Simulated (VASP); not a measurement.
Input of a VASP 6.6.1 run:

The input INCAR:

```
SYSTEM = AlFe
ALGO = Fast
EDIFF = 1E-7
ENCUT = 520
GGA = PE
ISIF = 2
ISMEAR = 0
ISPIN = 2
LASPH = .True.
LCHARG = .False.
LMAXMIX = 4
LORBIT = 11
LREAL = .False.
LWAVE = .False.
MAGMOM = 3 0
NBANDS = 16
NELM = 150
PREC = Accurate
SIGMA = 0.020999999999999998
```

KPOINTS

```
k-points
0
Gamma
  9 9 9
  0 0 0
```

The input POSCAR:

```
AlFe
1.0
    2.9100000000      0.0000000000      0.0000000000
    0.0000000000      2.9100000000      0.0000000000
    0.0000000000      0.0000000000      2.9100000000
Fe Al
1 1
Direct
    0.5000000000      0.5000000000      0.5000000000
    0.0000000000      0.0000000000      0.0000000000
```

Potentials or basis: VASP PAW PBE potentials, release 64 (Fe, Al).

Command:

```console
$ cat potpaw_PBE.64/Fe/POTCAR potpaw_PBE.64/Al/POTCAR > POTCAR
$ mpirun -np 1 vasp_std > vasp.out
```

**Question.** Predict the net moment.

**Answer.** 0.61 μB per cell.

**Question.** Predict the pressure.

**Answer.** -6.3 GPa.
